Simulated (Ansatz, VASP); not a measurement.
# AlH2Cl: VASP beside Ansatz

```
CELL_PARAMETERS angstrom
3.75605 0.10901 0.00000
0.10901 3.75605 0.00000
0.00000 0.00000 39.61788
ATOMIC_POSITIONS crystal
Al 0.75000 0.75000 0.23979
Al 0.25000 0.25000 0.23979
H 0.57416 0.07416 0.33718
H 0.92584 0.42584 0.33718
H 0.42584 0.92584 0.14240
H 0.07416 0.57416 0.14240
Cl 0.25000 0.75000 0.17004
Cl 0.75000 0.25000 0.30954
```

Change from the starting cell: species swapped into a sheet of the LiH2N type.

Alike in both runs: functional PBE; k mesh 10 × 10 × 1; occupations gaussian, width 0.1 eV; no spin polarisation.

Ansatz relaxed the structure, and its values are those at the end. VASP's run is a single point on that final structure, the one shown.

|  | VASP | Ansatz |
| --- | --- | --- |
| version | VASP 6.6.1 | Ansatz 0.2.0 |
| potentials or method | VASP PAW PBE potentials, release 64 (Al, H, Cl), cutoff 520 eV | scalar-relativistic, plane waves, PAW |
| valence electrons in the cell | 24 | 24 |

Ansatz gave:

- gap on the k mesh at the Fermi level (eV): none
- rms of the force components (eV/Å): 0.000

**Question.** Estimate VASP's values.

**Answer.** gap on the k mesh at the Fermi level (eV): none; rms of the force components (eV/Å): 0.020.

A gap of «none» marks a metal or a gap that the smearing closes. Ansatz's warnings: slab cell height set.
